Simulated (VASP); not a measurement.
Write the native input for VASP 6.6.1 that does the following.

| Item | Value |
| --- | --- |
| Task | single point |
| Functional | PBEsol |
| Potentials or basis | VASP PAW PBE potentials, release 64 (Sb, Ga_d) |
| Cutoff | 520 eV |
| k mesh | 7 × 7 × 1 |
| Occupations | gaussian, width 0.1 eV |
| Spin | no spin polarisation |
| Dipole correction | yes |
| Further INCAR settings | ALGO = Normal; EDIFF = 1e-07; NBANDS = 42 |

The structure of Ga4Sb3 lies in POSCAR:

```
Ga4Sb3
1.0
    4.3212908977      0.0000000000      0.0000000000
    0.0000000000      4.3212908977      0.0000000000
    0.0000000000      0.0000000000     26.6390352431
Sb Ga
3 4
Direct
    0.0000000000      0.5000000000      0.3190806245
    0.5000000000      0.0000000000      0.4337850073
    0.0000000000      0.5000000000      0.5486678072
    0.5000000000      0.5000000000      0.3764328158
    0.0000000000      0.0000000000      0.4899148934
    0.5000000000      0.5000000000      0.6073518950
    0.5000000000      1.0000000000      0.6393485109
```

One way to write it, as run:

INCAR

```
SYSTEM = Ga4Sb3
ALGO = Normal
DIPOL = 0.5 0.5 0.488
EDIFF = 1E-7
ENCUT = 520
GGA = PS
IDIPOL = 3
ISIF = 2
ISMEAR = 0
LASPH = .TRUE.
LCHARG = .TRUE.
LDIPOL = .TRUE.
LELF = .TRUE.
LREAL = .FALSE.
LVACPOTAV = .TRUE.
LVHAR = .TRUE.
LWAVE = .FALSE.
NBANDS = 42
NELM = 100
PREC = Accurate
SIGMA = 0.1
```

KPOINTS

```
k-points
0
G
  7 7 1
  0 0 0
```

Potentials or basis: VASP PAW PBE potentials, release 64 (Sb, Ga_d).

Command:

```sh
$ cat potpaw_PBE.64/Sb/POTCAR potpaw_PBE.64/Ga_d/POTCAR > POTCAR
$ mpirun -np 1 vasp_std > vasp.out
```

Results of the run:

```yaml
Largest_force: 0.346 eV/Å
```

Caveat: the PAW data sets were made with another functional, which shifts forces and pressure a little.

Wall time 15 min on 1 thread of Intel(R) Xeon(R) Platinum 8259CL CPU @ 2.50GHz (Skylake/Cascade Lake), on a shared host, peak memory 0.62 GiB.
